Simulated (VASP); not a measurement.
Here is a VASP 6.6.1 calculation.

The input INCAR:

```
ALGO = Normal
EDIFF = 1E-7
EDIFFG = -0.01
ENCUT = 600
GGA = PS
IBRION = 2
ISIF = 3
ISMEAR = 0
LASPH = True
LCHARG = False
LREAL = False
LWAVE = False
NELM = 100
NSW = 100
PREC = Accurate
SIGMA = 0.1
```

Contents of KPOINTS:

```
k-points
0
Gamma
  15 15 20
```

POSCAR

```
Ta
1.0
    4.5657486256      0.0000000000      0.0000000000
   -2.2828743128      3.9540542970      0.0000000000
    0.0000000000      0.0000000000      2.6698546421
Ta
2
Direct
    0.3333333333      0.6666666667      0.0000000000
    0.6666666667      0.3333333333      0.0000000000
```

Potentials or basis: VASP PAW PBE potentials, release 64 (Ta_pv).

Command:

```bash
$ cat potpaw_PBE.64/Ta_pv/POTCAR > POTCAR
$ mpirun -np 1 vasp_std > vasp.out
```

Q: Estimate the band gap on the k mesh.

A: Zero (band 11 reaches 3.91 eV, above the bottom of band 12 at 2.42 eV).

Q: What does it give for the relaxed cell?

A: a = 4.577 Å, b = 4.577 Å, c = 2.665 Å, α = 90.00°, β = 90.00°, γ = 120.00°.

Final structure:
```yaml
crystal:
  lattice:
    - [4.57689, 0.00000, 0.00000]
    - [-2.28844, 3.96370, 0.00000]
    - [0.00000, 0.00000, 2.66536]
  atoms:
    - { symbol: Ta, position: [0.33333, 0.66667, 0.00000] }
    - { symbol: Ta, position: [0.66667, 0.33333, 0.00000] }
```

Caveat: spin-orbit coupling is left out, which moves the levels of the heavy elements.
